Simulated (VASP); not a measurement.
# KCl (Pm-3m) in VASP: a series of runs

The runs below take KCl through single point, with r2SCAN, HSE06.

Program: VASP 6.6.1. These are calculated values, not measurements. Logs are shortened: lines on timing, memory, paths and dates and some standing lists are left out, and cuts for length are marked.

### 1 The cell of the first run

It takes space group Pm-3m (No. 221, cubic). The conventional cell has a = 3.771 Å, b = 3.771 Å, c = 3.771 Å, α = 90.00°, β = 90.00°, γ = 90.00°. K (site symmetry m-3m) has 8 Cl at 3.27 Å and 6 K at 3.77 Å within 4.3 Å. Cl (site symmetry m-3m) has 8 K at 3.27 Å and 6 Cl at 3.77 Å within 4.3 Å.

### 2 Single point, r2SCAN

Input file POSCAR:

```
KCl
1.0
    3.7711682852      0.0000000000      0.0000000000
    0.0000000000      3.7711682852      0.0000000000
    0.0000000000      0.0000000000      3.7711682852
K Cl
1 1
Direct
    0.0000000000      0.0000000000      0.0000000000
    0.5000000000      0.5000000000      0.5000000000
```

Input file INCAR.step1:

```
ALGO     = Normal         # electronic algorithm
EDIFF    = 1E-4           # SCF threshold, eV
ENCUT    = 520            # plane-wave cutoff, eV
GGA      = PE             # functional
ISMEAR   = 0              # smearing method
LASPH    = T              # aspherical terms in the spheres
LCHARG   = F              # write CHGCAR
LREAL    = F              # projectors in reciprocal space
LWAVE    = T              # write WAVECAR
NBANDS   = 15             # bands
NELM     = 100            # most SCF steps
PREC     = Accurate       # precision mode
SIGMA    = 0.01           # smearing width, eV
```

Input file INCAR.step2:

```
ALGO     = Normal         # electronic algorithm
EDIFF    = 1E-6           # SCF threshold, eV
ENCUT    = 520            # plane-wave cutoff, eV
ISIF     = 2              # what is computed and relaxed
ISMEAR   = 0              # smearing method
ISTART   = 1            
LASPH    = T              # aspherical terms in the spheres
LCHARG   = F              # write CHGCAR
LMIXTAU  = T            
LREAL    = F              # projectors in reciprocal space
LWAVE    = F              # write WAVECAR
METAGGA  = R2SCAN         # meta-GGA
NBANDS   = 15             # bands
NELM     = 100            # most SCF steps
PREC     = Accurate       # precision mode
SIGMA    = 0.01           # smearing width, eV
```

Input file KPOINTS:

```
k-points
0
Gamma
  4 4 4
```

Potentials or basis: VASP PAW PBE potentials, release 64 (K_sv, Cl).

Launch:

```bash
$ cat potpaw_PBE.64/K_sv/POTCAR potpaw_PBE.64/Cl/POTCAR > POTCAR
$ cp INCAR.step1 INCAR
$ mpirun -np 1 vasp_std > vasp.out
$ cp INCAR.step2 INCAR
$ mpirun -np 1 vasp_std > vasp.out
```

OUTCAR:

```text
EDIFF = 1E-6
   ENCUT = 520
   ISIF = 2
   ISMEAR = 0
   ISTART = 1
   LASPH = T
   LREAL = F
   METAGGA = R2SCAN
   NELM = 100
   PREC = Accurate

 ion  position               nearest neighbor table
   1  0.000  0.000  0.000-
   2  0.500  0.500  0.500-

  LATTYP: Found a simple cubic cell.
 ALAT       =     3.7711682852

  Lattice vectors:

 A1 = (   3.7711682852,   0.0000000000,   0.0000000000)
 A2 = (   0.0000000000,   3.7711682852,   0.0000000000)
 A3 = (   0.0000000000,   0.0000000000,   3.7711682852)

Analysis of symmetry for initial positions (statically):
=====================================================================
 Subroutine PRICEL returns:
 Original cell was already a primitive cell.

 Routine SETGRP: Setting up the symmetry group for a
 simple cubic supercell.

 Subroutine GETGRP returns: Found 48 space group operations
[... 9 lines left out ...]

 Routine SETGRP: Setting up the symmetry group for a
 simple cubic supercell.

 Subroutine GETGRP returns: Found 48 space group operations
[... 11 lines left out ...]
                                     Primitive cell

  volume of cell :      53.6325

  direct lattice vectors                    reciprocal lattice vectors
     3.771168285  0.000000000  0.000000000     0.265169816  0.000000000  0.000000000
     0.000000000  3.771168285  0.000000000     0.000000000  0.265169816  0.000000000
     0.000000000  0.000000000  3.771168285     0.000000000  0.000000000  0.265169816

  length of vectors
     3.771168285  3.771168285  3.771168285     0.265169816  0.265169816  0.265169816

  position of ions in fractional coordinates (direct lattice)
     0.000000000  0.000000000  0.000000000
     0.500000000  0.500000000  0.500000000

  ion indices of the primitive-cell ions
   primitive index   ion index
                 1           1
                 2           2

----------------------------------------------------------------------------------------

 KPOINTS: k-points

Automatic generation of k-mesh.
 Grid dimensions read from file:
 generate k-points for:    4    4    4

 Generating k-lattice:

  Cartesian coordinates                     Fractional coordinates (reciprocal lattice)
     0.066292454  0.000000000  0.000000000     0.250000000  0.000000000  0.000000000
     0.000000000  0.066292454  0.000000000     0.000000000  0.250000000  0.000000000
     0.000000000  0.000000000  0.066292454     0.000000000  0.000000000  0.250000000

  Length of vectors
     0.066292454  0.066292454  0.066292454

  Shift w.r.t. Gamma in fractional coordinates (k-lattice)
     0.000000000  0.000000000  0.000000000

 Subroutine IBZKPT returns following result:
 ===========================================

 Found     10 irreducible k-points:

 Following reciprocal coordinates:
            Coordinates               Weight
  0.000000  0.000000  0.000000      1.000000
  0.250000  0.000000  0.000000      6.000000
  0.500000  0.000000  0.000000      3.000000
  0.250000  0.250000  0.000000     12.000000
  0.500000  0.250000  0.000000     12.000000
  0.500000  0.500000  0.000000      3.000000
  0.250000  0.250000  0.250000      8.000000
  0.500000  0.250000  0.250000     12.000000
  0.500000  0.500000  0.250000      6.000000
  0.500000  0.500000  0.500000      1.000000
   k-points           NKPTS =     10   k-points in BZ     NKDIM =     10   number of bands    NBANDS=     15
   number of dos      NEDOS =    301   number of ions     NIONS =      2
   total plane-waves  NPLWV =  21952
   dimension x,y,z NGX =    28 NGY =   28 NGZ =   28
   dimension x,y,z NGXF=    56 NGYF=   56 NGZF=   56
   ions per type =               1   1
   NGX,Y,Z   is equivalent  to a cutoff of  12.34, 12.34, 12.34 a.u.
   NGXF,Y,Z  is equivalent  to a cutoff of  24.69, 24.69, 24.69 a.u.
 SYSTEM =  unknown system
   PREC   = accura    normal or accurate (medium, high low for compatibility)
   ISTART =      1    job   : 0-new  1-cont  2-samecut
   ICHARG =      0    charge: 1-file 2-atom 10-const
   ISPIN  =      1    spin polarized calculation?
   LNONCOLLINEAR =      F non collinear calculations
   LSORBIT =      F    spin-orbit coupling
   LASPH  =      T    aspherical Exc in radial PAW
   ENCUT  =  520.0 eV  38.22 Ry    6.18 a.u.   7.01  7.01  7.01*2*pi/ulx,y,z
   NELM   =    100;   NELMIN=  2; NELMDL=  0     # of ELM steps
   EDIFF  = 0.1E-05   stopping-criterion for ELM
   LREAL  =      F    real-space projection
   EDIFFG = 0.1E-04   stopping-criterion for IOM
   NSW    =      0    number of steps for IOM
   IBRION =     -1    ionic relax: 0-MD 1-quasi-New 2-CG
   NFREE  =      0    steps in history (QN), initial steepest desc. (CG)
   ISIF   =      2    stress and relaxation
   ISYM   =      2    0-nonsym 1-usesym 2-fastsym
   POTIM  = 0.5000    time-step for ionic-motion
   TEBEG  =    0.0;   TEEND  =   0.0 temperature during run
   PSTRESS=    0.0 pullay stress
   NELECT =      16.0000    total number of electrons
   NUPDOWN=      -1.0000    fix difference up-down
   EMIN   =  10.00;   EMAX   =-10.00  energy-range for DOS
   EFERMI =   0.00;   METHOD = LEGACY
   ISMEAR =     0;   SIGMA  =   0.01  broadening in eV -4-tet -1-fermi 0-gaus
   EFERMI_NEDOS =   21; number of points for ismear=-14 and -15
   IALGO  =     38    algorithm
   IMIX   =      4    mixing-type and parameters
     AMIX     =   0.40;   BMIX     =  1.00
     AMIX_MAG =   1.60;   BMIX_MAG =  1.00
  volume/ion in A,a.u.               =      26.82       180.96
  Fermi-wavevector in a.u.,A,eV,Ry     =   1.093886  2.067146 16.280562  1.196588
  Thomas-Fermi vector in A             =   2.230181
   LORBIT       =      0    0 simple, 1 ext, 2 COOP (PROOUT), +10 PAW based schemes
   METAGGA = R2SCAN    functional components
   LHFCALC =     F    Hartree Fock is set to
   AEXX    =    0.0000 exact exchange contribution
   IVDW    =     0    specifies the selected vdW correction
   LEPSILON=     F    determine dielectric tensor
   LRPA    =     F    only Hartree local field effects (RPA)
 non-spin polarized calculation
 Gauss-broadening in eV      SIGMA  =   0.01
  energy-cutoff  :      520.00
  volume of cell :       53.63
 maximum number of plane-waves:      1472
   NGX = 15   NGY = 15   NGZ = 15

 number of electron      16.0000004 magnetization

 Free energy of the ion-electron system (eV)
  ---------------------------------------------------
  ext. energy  EPLUGINS =         0.00000000
  ---------------------------------------------------
  free energy    TOTEN  =       -16.40561596 eV

  energy without entropy =      -16.40561596  energy(sigma->0) =      -16.40561596

 E-fermi :  -0.8948     XC(G=0):  -8.7331

 val. band max:       -0.9566268002   @ k =   0.5000   0.5000   0.0000
 cond. band min:       4.8488102123   @ k =   0.0000   0.0000   0.0000
 fundamental gap:      5.8054370125
 Fermi energy:        -0.8947533237

 k-point     1 :       0.0000    0.0000    0.0000
  band No.  band energies     occupation
      1     -30.0464      2.00000
      2     -14.1904      2.00000
      3     -12.6550      2.00000
      4     -12.6550      2.00000
      5     -12.6550      2.00000
      6      -1.1728      2.00000
      7      -1.1728      2.00000
      8      -1.1728      2.00000
      9       4.8488      0.00000
     10       6.1333      0.00000
     11       6.1333      0.00000
     12      10.6431      0.00000
     13      10.6431      0.00000
     14      10.6431      0.00000
     15      13.6552      0.00000

 k-point     2 :       0.2500    0.0000    0.0000
  band No.  band energies     occupation
      1     -30.0347      2.00000
      2     -14.2654      2.00000
      3     -12.6368      2.00000
      4     -12.6368      2.00000
      5     -12.5941      2.00000
      6      -2.1178      2.00000
      7      -1.1806      2.00000
      8      -1.1806      2.00000
      9       6.1053      0.00000
     10       6.6639      0.00000
     11       7.3700      0.00000
     12      10.4908      0.00000
     13      10.4908      0.00000
     14      10.9452      0.00000
     15      11.7309      0.00000

 k-point     3 :       0.5000    0.0000    0.0000
  band No.  band energies     occupation
      1     -30.0230      2.00000
      2     -14.3459      2.00000
      3     -12.6184      2.00000
      4     -12.6184      2.00000
      5     -12.5186      2.00000
      6      -2.8590      2.00000
      7      -1.1898      2.00000
      8      -1.1898      2.00000
      9       7.5976      0.00000
     10       7.7766      0.00000
     11       8.3614      0.00000
     12       9.8791      0.00000
     13      10.5581      0.00000
     14      10.5581      0.00000
     15      11.3272      0.00000

 k-point     4 :       0.2500    0.2500    0.0000
  band No.  band energies     occupation
      1     -30.0235      2.00000
      2     -14.2004      2.00000
      3     -12.7844      2.00000
      4     -12.6209      2.00000
      5     -12.5643      2.00000
      6      -2.0892      2.00000
      7      -1.7936      2.00000
      8      -1.1289      2.00000
      9       6.7306      0.00000
     10       7.0949      0.00000
     11       8.2089      0.00000
     12       9.5762      0.00000
     13      10.0318      0.00000
     14      10.7192      0.00000
     15      12.0835      0.00000
[... 55 lines left out ...]
 k-point     8 :       0.5000    0.2500    0.2500
  band No.  band energies     occupation
      1     -30.0019      2.00000
      2     -13.9943      2.00000
      3     -12.7611      2.00000
      4     -12.7555      2.00000
      5     -12.7341      2.00000
      6      -2.4461      2.00000
      7      -1.8538      2.00000
      8      -1.6686      2.00000
      9       7.5314      0.00000
     10       7.9474      0.00000
     11       8.3022      0.00000
     12       9.6711      0.00000
     13       9.7848      0.00000
     14      10.1260      0.00000
     15      12.5376      0.00000

 k-point     9 :       0.5000    0.5000    0.2500
  band No.  band energies     occupation
      1     -29.9915      2.00000
      2     -13.8013      2.00000
      3     -12.8800      2.00000
      4     -12.8800      2.00000
      5     -12.7213      2.00000
      6      -2.3314      2.00000
      7      -2.3314      2.00000
      8      -1.7563      2.00000
      9       7.0187      0.00000
     10       8.6149      0.00000
     11       8.6519      0.00000
     12       8.6519      0.00000
     13      10.8583      0.00000
     14      10.8583      0.00000
     15      12.2773      0.00000

 k-point    10 :       0.5000    0.5000    0.5000
  band No.  band energies     occupation
      1     -29.9813      2.00000
      2     -13.7168      2.00000
      3     -12.8475      2.00000
      4     -12.8475      2.00000
      5     -12.8475      2.00000
      6      -2.4106      2.00000
      7      -2.4106      2.00000
      8      -2.4106      2.00000
      9       8.7115      0.00000
     10       8.7115      0.00000
     11       8.7115      0.00000
     12      10.0030      0.00000
     13      10.0030      0.00000
     14      10.0030      0.00000
     15      12.3366      0.00000

------------------------ aborting loop because EDIFF is reached ----------------------------------------

  FORCE on cell =-STRESS in cart. coord.  units (eV):
  Direction    XX          YY          ZZ          XY          YZ          ZX
  --------------------------------------------------------------------------------------
  -------------------------------------------------------------------------------------
  Total       -0.0066731     -0.0066731     -0.0066731      0.0000000      0.0000000      0.0000000
  in kB       -0.1993459     -0.1993459     -0.1993459      0.0000000      0.0000000      0.0000000
  external PRESSURE =      -0.1993459 kB  Pullay stress =       0.0000000 kB

 VOLUME and BASIS-vectors are now :
 -----------------------------------------------------------------------------
  energy-cutoff  :      520.00
  volume of cell :       53.63
      direct lattice vectors                 reciprocal lattice vectors
     3.771168285  0.000000000  0.000000000     0.265169816  0.000000000  0.000000000
     0.000000000  3.771168285  0.000000000     0.000000000  0.265169816  0.000000000
     0.000000000  0.000000000  3.771168285     0.000000000  0.000000000  0.265169816

 POSITION                                       TOTAL-FORCE (eV/Angst)
 -----------------------------------------------------------------------------------
      0.00000      0.00000      0.00000         0.000000      0.000000      0.000000
      1.88558      1.88558      1.88558         0.000000      0.000000      0.000000
 -----------------------------------------------------------------------------------
    total drift:                               -0.000000      0.000000      0.000000

  FREE ENERGIE OF THE ION-ELECTRON SYSTEM (eV)
  ---------------------------------------------------
  free  energy   TOTEN  =       -16.4056159573 eV

  energy  without entropy=      -16.4056159573  energy(sigma->0) =      -16.40561596
```

Run time: 23 s. Hardware: 1 thread of Intel Xeon Platinum 8375C at 2.90GHz (Ice Lake), shared host; peak memory 0.16 GiB.

What came out:

* Free energy: -16.4056 eV
* Pressure: 0.0 GPa
* Band gap on the k mesh: 5.81 eV, indirect (least direct gap 6.02 eV)

Caveat: the PAW data sets were made with another functional, which shifts forces and pressure a little. r2SCAN opens gaps a little over a GGA but as a rule still falls short of measured ones.

(Continued in part 2 of 2.)
